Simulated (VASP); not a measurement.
# Al (Immm) in VASP: further runs, part 2 of 2

VASP 6.6.1.

**5. Single point, PBEsol+D3(BJ) (strain +0.0100 x Voigt [0, 0, 0, 0, 0, 1])**

INCAR reads:

```
SYSTEM = Al
PREC = Accurate
ENCUT = 520
EDIFF = 1E-6
ISMEAR = 0
SIGMA = 0.15
LREAL = .False.
LASPH = .True.
NELM = 100
ALGO = Fast
ISIF = 2
LWAVE = .False.
LCHARG = .True.
GGA = PS
IVDW = 12
LELF = .True.
LVHAR = .True.
NBANDS = 8
```

KPOINTS reads:

```
Automatic mesh
0
Gamma
  26 26 26
  0 0 0
```

POSCAR reads:

```
Al
1.0
    0.0099063881      1.9812776140      1.9812776140
    1.9812776140      0.0099063881      1.9812776140
    1.9911840021      1.9911840021      0.0000000000
Al
1
Direct
    0.0000000000      0.0000000000      0.0000000000
```

Potentials or basis: VASP PAW PBE potentials, release 64 (Al).

On the command line:

```sh
> cat potpaw_PBE.64/Al/POTCAR > POTCAR
> mpirun -np 1 vasp_std > vasp.out
```

OUTCAR:

```text
SYSTEM = Al
   PREC = Accurate
   ENCUT = 520
   EDIFF = 1E-6
   ISMEAR = 0
   LREAL = .False.
   LASPH = .True.
   NELM = 100
   ISIF = 2
   GGA = PS
   IVDW = 12
 IVDW          = 12

 ion  position               nearest neighbor table
   1  0.000  0.000  0.000-

  LATTYP: Found a body centered orthorhombic cell.
 ALAT       =     2.7879399241
 B/A-ratio  =     1.0100502513
 C/A-ratio  =     1.4213201632

  Lattice vectors:

 A1 = (   1.9812776140,   0.0099063881,  -1.9812776140)
[... 446 lines left out ...]
      8      26.2211      0.00000

 [... further k-points ...]

------------------------ aborting loop because EDIFF is reached ----------------------------------------

 Edisp (eV)   -0.33707

 E8    (eV) :    -0.2270

  FORCE on cell =-STRESS in cart. coord.  units (eV):
  Direction    XX          YY          ZZ          XY          YZ          ZX
  --------------------------------------------------------------------------------------
  -------------------------------------------------------------------------------------
  Total       0.01222     0.01222     0.01120    -0.05371     0.00000     0.00000
  in kB       1.25913     1.25913     1.15382    -5.53193     0.00000     0.00000
  external pressure =        1.22 kB  Pullay stress =        0.00 kB

 VOLUME and BASIS-vectors are now :
 -----------------------------------------------------------------------------
  energy-cutoff  :      520.00
  volume of cell :       15.55
      direct lattice vectors                 reciprocal lattice vectors
     0.009906388  1.981277614  1.981277614    -0.253630566  0.253630566  0.252362413
     1.981277614  0.009906388  1.981277614     0.253630566 -0.253630566  0.252362413
     1.991184002  1.991184002  0.000000000     0.251106879  0.251106879 -0.252362413

 POSITION                                       TOTAL-FORCE (eV/Angst)
 -----------------------------------------------------------------------------------
      0.00000      0.00000      0.00000        -0.000000      0.000000      0.000000
 -----------------------------------------------------------------------------------
    total drift:                                0.000000      0.000000     -0.000000

  FREE ENERGIE OF THE ION-ELECTRON SYSTEM (eV)
  ---------------------------------------------------
  free  energy   TOTEN  =        -4.4252710082 eV

  energy  without entropy=       -4.4211878819  energy(sigma->0) =       -4.42322945
```

OSZICAR:

```text
N       E                     dE             d eps       ncg     rms          rms(c)
DAV:   1    -0.265369380289E+01   -0.26537E+01   -0.88691E+02 39728   0.207E+02
DAV:   2    -0.411072787278E+01   -0.14570E+01   -0.14150E+01 55016   0.192E+01
DAV:   3    -0.411774912272E+01   -0.70212E-02   -0.70146E-02 51312   0.149E+00
DAV:   4    -0.411776623181E+01   -0.17109E-04   -0.17110E-04 61776   0.631E-02
DAV:   5    -0.411776627054E+01   -0.38734E-07   -0.38726E-07 51896   0.164E-03    0.150E+00
RMM:   6    -0.410013491222E+01    0.17631E-01   -0.12426E-03 39596   0.174E-01    0.869E-01
RMM:   7    -0.408818282007E+01    0.11952E-01   -0.38231E-03 46826   0.299E-01    0.144E-01
RMM:   8    -0.408820053671E+01   -0.17717E-04   -0.25460E-04 44398   0.949E-02    0.337E-02
RMM:   9    -0.408820434301E+01   -0.38063E-05   -0.35930E-05 46025   0.382E-02    0.144E-02
RMM:  10    -0.408820298329E+01    0.13597E-05   -0.55328E-06 46533   0.141E-02    0.236E-02
RMM:  11    -0.408820315330E+01   -0.17002E-06   -0.11197E-06 40803   0.624E-03
   1 F= -.44252710E+01 E0= -.44232294E+01  d E =-.408313E-02
```

Wall time 10 min (1 thread of AMD EPYC, shared host); peak memory 0.34 GiB.

What came out:

```yaml
Free_energy: -4.4253 eV
Pressure: 0.1 GPa
Band_gap_on_the_k_mesh: zero (an odd number of electrons rules out a gap without spin polarisation)
Dispersion_energy_per_atom: -0.337 eV
```

Levels at points of the mesh, in eV from the Fermi level:
| k point | band 1 | band 2 | band 3 | band 4 |
| --- | --- | --- | --- | --- |
| (0.00, 0.00, 0.00) | -11.55 | 12.75 | 12.91 | 13.08 |
| (0.50, 0.00, 0.00) | -4.81 | -4.41 | 11.55 | 11.73 |
| (0.50, 0.50, 0.00) | -3.07 | -1.64 | 5.25 | 5.67 |
| (0.00, 0.00, 0.50) | -4.87 | -4.53 | 11.67 | 11.85 |
| (0.50, 0.00, 0.50) | -3.07 | -1.64 | 5.25 | 5.86 |

Caveat: the cell differs from its parent crystal (strain +0.0100 x Voigt [0, 0, 0, 0, 0, 1]); the PAW data sets were made with another functional, which shifts forces and pressure a little.

**6. Single point, PBEsol+D3(BJ) (strain +0.0350 x Voigt [0, 0, 0, 0, 0, 1])**

INCAR reads:

```
PREC = Accurate
ENCUT = 520
EDIFF = 1E-6
ISMEAR = 0
SIGMA = 0.15
LREAL = F
LASPH = T
NELM = 60
ALGO = Fast
ISIF = 2
LWAVE = F
LCHARG = F
GGA = PS
IVDW = 12
NBANDS = 8
```

KPOINTS reads:

```
regular mesh
0
Gamma
  26 26 26
```

POSCAR reads:

```
Al
1.0
    0.0346723582      1.9812776140      1.9812776140
    1.9812776140      0.0346723582      1.9812776140
    2.0159499722      2.0159499722      0.0000000000
Al
1
Direct
    0.0000000000      0.0000000000      0.0000000000
```

Potentials or basis: VASP PAW PBE potentials, release 64 (Al).

On the command line:

```sh
> cat potpaw_PBE.64/Al/POTCAR > POTCAR
> mpirun -np 1 vasp_std > vasp.out
```

OUTCAR:

```text
PREC = Accurate
   ENCUT = 520
   EDIFF = 1E-6
   ISMEAR = 0
   LREAL = F
   LASPH = T
   NELM = 60
   ISIF = 2
   GGA = PS
   IVDW = 12
 IVDW          = 12

 ion  position               nearest neighbor table
   1  0.000  0.000  0.000-

  LATTYP: Found a body centered orthorhombic cell.
 ALAT       =     2.7529155533
 B/A-ratio  =     1.0356234096
 C/A-ratio  =     1.4394031169

  Lattice vectors:

 A1 = (   1.9812776140,   0.0346723582,  -1.9812776140)
 A2 = (  -1.9812776140,  -0.0346723582,  -1.9812776140)
 A3 = (   0.0346723582,   1.9812776140,   1.9812776140)

Analysis of symmetry for initial positions (statically):
=====================================================================
 Subroutine PRICEL returns:
 Original cell was already a primitive cell.

 Routine SETGRP: Setting up the symmetry group for a
 body centered orthorhombic supercell.

 Subroutine GETGRP returns: Found  8 space group operations
 (whereof  8 operations were pure point group operations)
 out of a pool of  8 trial point group operations.

The static configuration has the point symmetry D_2h.

Analysis of symmetry for dynamics (positions and initial velocities):
=====================================================================
 Subroutine PRICEL returns:
 Original cell was already a primitive cell.

 Routine SETGRP: Setting up the symmetry group for a
 body centered orthorhombic supercell.

 Subroutine GETGRP returns: Found  8 space group operations
 (whereof  8 operations were pure point group operations)
 out of a pool of  8 trial point group operations.

The dynamic configuration has the point symmetry D_2h.

 Subroutine INISYM returns: Found  8 space group operations
 (whereof  8 operations are pure point group operations),
 and found     1 'primitive' translations

----------------------------------------------------------------------------------------

                                     Primitive cell

  volume of cell :      15.5501

  direct lattice vectors                    reciprocal lattice vectors
     0.034672358  1.981277614  1.981277614    -0.256857418  0.256857418  0.252362413
     1.981277614  0.034672358  1.981277614     0.256857418 -0.256857418  0.252362413
     2.015949972  2.015949972  0.000000000     0.248022028  0.248022028 -0.252362413

  length of vectors
     2.802164189  2.802164189  2.850983792     0.442310133  0.442310133  0.432107209

  position of ions in fractional coordinates (direct lattice)
     0.000000000  0.000000000  0.000000000

  ion indices of the primitive-cell ions
   primitive index   ion index
                 1           1

----------------------------------------------------------------------------------------

 KPOINTS: regular mesh

Automatic generation of k-mesh.
 Grid dimensions read from file:
 generate k-points for:   26   26   26

 Generating k-lattice:

  Cartesian coordinates                     Fractional coordinates (reciprocal lattice)
    -0.009879131  0.009879131  0.009706247     0.038461538  0.000000000  0.000000000
     0.009879131 -0.009879131  0.009706247     0.000000000  0.038461538  0.000000000
     0.009539309  0.009539309 -0.009706247    -0.000000000 -0.000000000  0.038461538

  Length of vectors
     0.017011928  0.017011928  0.016619508

  Shift w.r.t. Gamma in fractional coordinates (k-lattice)
     0.000000000  0.000000000  0.000000000

 Subroutine IBZKPT returns following result:
 ===========================================

 Found   2471 irreducible k-points:

 Following reciprocal coordinates:
            Coordinates               Weight
  0.000000  0.000000  0.000000      1.000000
  0.038462  0.000000  0.000000      4.000000
  0.076923  0.000000  0.000000      4.000000
  0.115385 -0.000000  0.000000      4.000000
  0.153846  0.000000  0.000000      4.000000
  0.192308  0.000000  0.000000      4.000000
[... 16 lines left out ...]
  0.346154  0.038462  0.000000      4.000000
  0.384615  0.038462  0.000000      4.000000
 [... further k-points ...]
   k-points           NKPTS =   2471   k-points in BZ     NKDIM =   2471   number of bands    NBANDS=      8
   number of dos      NEDOS =    301   number of ions     NIONS =      1
   total plane-waves  NPLWV =  13824
   dimension x,y,z NGX =    24 NGY =   24 NGZ =   24
   dimension x,y,z NGXF=    48 NGYF=   48 NGZF=   48
   ions per type =               1
   NGX,Y,Z   is equivalent  to a cutoff of  14.24, 14.24, 13.99 a.u.
   NGXF,Y,Z  is equivalent  to a cutoff of  28.48, 28.48, 27.99 a.u.
 SYSTEM =  unknown system
   PREC   = accura    normal or accurate (medium, high low for compatibility)
   ISTART =      0    job   : 0-new  1-cont  2-samecut
   ICHARG =      2    charge: 1-file 2-atom 10-const
   ISPIN  =      1    spin polarized calculation?
   LNONCOLLINEAR =      F non collinear calculations
   LSORBIT =      F    spin-orbit coupling
   LASPH  =      T    aspherical Exc in radial PAW
   ENCUT  =  520.0 eV  38.22 Ry    6.18 a.u.   5.21  5.21  5.30*2*pi/ulx,y,z
   NELM   =     60;   NELMIN=  2; NELMDL= -5     # of ELM steps
   EDIFF  = 0.1E-05   stopping-criterion for ELM
   LREAL  =      F    real-space projection
   EDIFFG = 0.1E-04   stopping-criterion for IOM
   NSW    =      0    number of steps for IOM
   IBRION =     -1    ionic relax: 0-MD 1-quasi-New 2-CG
   NFREE  =      0    steps in history (QN), initial steepest desc. (CG)
   ISIF   =      2    stress and relaxation
   ISYM   =      2    0-nonsym 1-usesym 2-fastsym
   POTIM  = 0.5000    time-step for ionic-motion
   TEBEG  =    0.0;   TEEND  =   0.0 temperature during run
   PSTRESS=    0.0 pullay stress
   NELECT =       3.0000    total number of electrons
   NUPDOWN=      -1.0000    fix difference up-down
   EMIN   =  10.00;   EMAX   =-10.00  energy-range for DOS
   EFERMI =   0.00;   METHOD = LEGACY
   ISMEAR =     0;   SIGMA  =   0.15  broadening in eV -4-tet -1-fermi 0-gaus
   EFERMI_NEDOS =   21; number of points for ismear=-14 and -15
   IALGO  =     68    algorithm
   IMIX   =      4    mixing-type and parameters
     AMIX     =   0.40;   BMIX     =  1.00
     AMIX_MAG =   1.60;   BMIX_MAG =  1.00
  volume/ion in A,a.u.               =      15.55       104.94
  Fermi-wavevector in a.u.,A,eV,Ry     =   0.945956  1.787598 12.174938  0.894833
  Thomas-Fermi vector in A             =   2.073907
   LORBIT       =      0    0 simple, 1 ext, 2 COOP (PROOUT), +10 PAW based schemes
   GGA     = PS    functional components
   LHFCALC =     F    Hartree Fock is set to
   AEXX    =    0.0000 exact exchange contribution
   IVDW    =    12    specifies the selected vdW correction
   LEPSILON=     F    determine dielectric tensor
   LRPA    =     F    only Hartree local field effects (RPA)
 non-spin polarized calculation
 RMM-DIIS sequential band-by-band and
 Gauss-broadening in eV      SIGMA  =   0.15
  energy-cutoff  :      520.00
  volume of cell :       15.55
 maximum number of plane-waves:       433
 NGX is ok and might be reduce to    24
   NGX = 11   NGY = 11   NGZ = 11

 number of electron       3.0000000 magnetization

 Free energy of the ion-electron system (eV)
  ---------------------------------------------------
  ext. energy  EPLUGINS =         0.00000000
  ---------------------------------------------------
  free energy    TOTEN  =        -4.08523269 eV

  energy without entropy =       -4.08108990  energy(sigma->0) =       -4.08316129

 E-fermi :   8.5901     XC(G=0): -10.4745

 val. band max:        8.5885423538   @ k =  -0.0769   0.4231   0.3846
 cond. band min:       8.5901179560   @ k =  -0.2308   0.5000   0.2692
 fundamental gap:      0.0015756021
 Fermi energy:         8.5900966212

 k-point     1 :       0.0000    0.0000    0.0000
  band No.  band energies     occupation
      1      -2.9651      2.00000
      2      20.9441      0.00000
      3      21.4742      0.00000
      4      22.0942      0.00000
      5      22.8277      0.00000
      6      23.2715      0.00000
      7      24.1105      0.00000
      8      25.7121      0.00000
[... 243 lines left out ...]
 k-point    24 :       0.3846    0.0385    0.0000
  band No.  band energies     occupation
      1       0.9996      2.00000
      2       8.0943      2.00000
      3      18.4610      0.00000
      4      19.9305      0.00000
      5      20.8164      0.00000
      6      22.3836      0.00000
      7      24.0933      0.00000
      8      26.0798      0.00000

 [... further k-points ...]

------------------------ aborting loop because EDIFF is reached ----------------------------------------

 Edisp (eV)   -0.33715

 E8    (eV) :    -0.2270

  FORCE on cell =-STRESS in cart. coord.  units (eV):
  Direction    XX          YY          ZZ          XY          YZ          ZX
  --------------------------------------------------------------------------------------
  -------------------------------------------------------------------------------------
  Total       0.03051     0.03051     0.00873    -0.16944     0.00000     0.00000
  in kB       3.14376     3.14376     0.89975   -17.45835     0.00000     0.00000
  external pressure =        2.40 kB  Pullay stress =        0.00 kB

 VOLUME and BASIS-vectors are now :
 -----------------------------------------------------------------------------
  energy-cutoff  :      520.00
  volume of cell :       15.55
      direct lattice vectors                 reciprocal lattice vectors
     0.034672358  1.981277614  1.981277614    -0.256857418  0.256857418  0.252362413
     1.981277614  0.034672358  1.981277614     0.256857418 -0.256857418  0.252362413
     2.015949972  2.015949972  0.000000000     0.248022028  0.248022028 -0.252362413

 POSITION                                       TOTAL-FORCE (eV/Angst)
 -----------------------------------------------------------------------------------
      0.00000      0.00000      0.00000         0.000000      0.000000      0.000000
 -----------------------------------------------------------------------------------
    total drift:                                0.000000     -0.000000     -0.000000

  FREE ENERGIE OF THE ION-ELECTRON SYSTEM (eV)
  ---------------------------------------------------
  free  energy   TOTEN  =        -4.4223869721 eV

  energy  without entropy=       -4.4182441865  energy(sigma->0) =       -4.42031558
```

OSZICAR:

```text
N       E                     dE             d eps       ncg     rms          rms(c)
DAV:   1    -0.261733027009E+01   -0.26173E+01   -0.88939E+02 39736   0.207E+02
DAV:   2    -0.410751924461E+01   -0.14902E+01   -0.14424E+01 54928   0.194E+01
DAV:   3    -0.411482904341E+01   -0.73098E-02   -0.73061E-02 51352   0.152E+00
DAV:   4    -0.411484643265E+01   -0.17389E-04   -0.17389E-04 61504   0.638E-02
DAV:   5    -0.411484647157E+01   -0.38915E-07   -0.39445E-07 52248   0.168E-03    0.151E+00
RMM:   6    -0.409718087388E+01    0.17666E-01   -0.12322E-03 39589   0.173E-01    0.871E-01
RMM:   7    -0.408521309550E+01    0.11968E-01   -0.37932E-03 45737   0.298E-01    0.144E-01
RMM:   8    -0.408523007018E+01   -0.16975E-04   -0.25512E-04 44301   0.949E-02    0.335E-02
RMM:   9    -0.408523385913E+01   -0.37889E-05   -0.35837E-05 45907   0.382E-02    0.146E-02
RMM:  10    -0.408523247489E+01    0.13842E-05   -0.55093E-06 46783   0.141E-02    0.249E-02
RMM:  11    -0.408523268662E+01   -0.21173E-06   -0.11219E-06 41641   0.627E-03
   1 F= -.44223870E+01 E0= -.44203156E+01  d E =-.414279E-02
```

stdout:

```text
POSCAR found type information on POSCAR Al
 POSCAR found :  1 types and       1 ions
 scaLAPACK will be used
 -----------------------------------------------------------------------------
|                                                                             |
|                                                                             |
|     You enforced a specific xc type in the INCAR file but a different       |
|     I HOPE YOU KNOW WHAT YOU ARE DOING!                                     |
|                                                                             |
 -----------------------------------------------------------------------------

 LDA part: xc-table for (Slater+PW92), standard interpolation
 POSCAR, INCAR and KPOINTS ok, starting setup
 FFT: planning ... GRIDC
 FFT: planning ... GRID_SOFT
 FFT: planning ... GRID
 WAVECAR not read
 entering main loop
```

Run time: 11 min. Hardware: 1 thread of AMD EPYC, shared host; peak memory 0.34 GiB.

What came out:

- Free energy: -4.4224 eV
- Pressure: 0.2 GPa
- Band gap on the k mesh: zero (an odd number of electrons rules out a gap without spin polarisation)
- Dispersion energy per atom: -0.337 eV

Levels at points of the mesh, in eV from the Fermi level:
| k point | band 1 | band 2 | band 3 | band 4 | band 5 |
| --- | --- | --- | --- | --- | --- |
| (0.00, 0.00, 0.00) | -11.56 | 12.35 | 12.88 | 13.50 | 14.24 |
| (0.50, 0.00, 0.00) | -4.74 | -4.25 | 11.21 | 11.59 | 11.81 |
| (0.50, 0.50, 0.00) | -3.07 | -1.64 | 5.19 | 5.22 | 6.54 |
| (0.00, 0.00, 0.50) | -4.94 | -4.68 | 11.59 | 12.14 | 12.23 |
| (0.50, 0.00, 0.50) | -3.07 | -1.63 | 5.26 | 5.87 | 5.87 |

Caveat: the cell differs from its parent crystal (strain +0.0350 x Voigt [0, 0, 0, 0, 0, 1]); the PAW data sets were made with another functional, which shifts forces and pressure a little.

**7. The runs side by side**

| cell | further INCAR settings | gap on the mesh (eV) | pressure (GPa) |
| --- | --- | --- | --- |
| a = 2.802, b = 2.802, c = 2.746 Å, angles 60.7, 60.7, 61.3°, 1 atom | ALGO = Fast; EDIFF = 1e-06; NBANDS = 8 | none | 0.3 |
| a = 2.802, b = 2.802, c = 2.844 Å, angles 59.5, 59.5, 59.0°, 1 atom | ALGO = Fast; EDIFF = 1e-06; NBANDS = 8 | none | 0.2 |
| a = 2.802, b = 2.802, c = 2.774 Å, angles 60.3, 60.3, 60.7°, 1 atom | ALGO = Fast; EDIFF = 1e-07; NBANDS = 8 | none | 0.1 |
| a = 2.802, b = 2.802, c = 2.816 Å, angles 59.8, 59.8, 59.7°, 1 atom | ALGO = Fast; EDIFF = 1e-06; NBANDS = 8 | none | 0.1 |
| a = 2.802, b = 2.802, c = 2.851 Å, angles 59.4, 59.4, 58.8°, 1 atom | ALGO = Fast; EDIFF = 1e-06; NBANDS = 8 | none | 0.2 |

Alike in all rows: task single point; level PBEsol+D3(BJ); potentials or basis VASP PAW PBE potentials, release 64 (Al); no spin polarisation; k mesh 26 × 26 × 26; cutoff (eV) 520; smearing gaussian 0.15 eV.

Caveats: the PAW data sets were made with another functional, which shifts forces and pressure a little.

Total energies depend on the potentials used, so only differences within one code and one set of settings carry meaning.
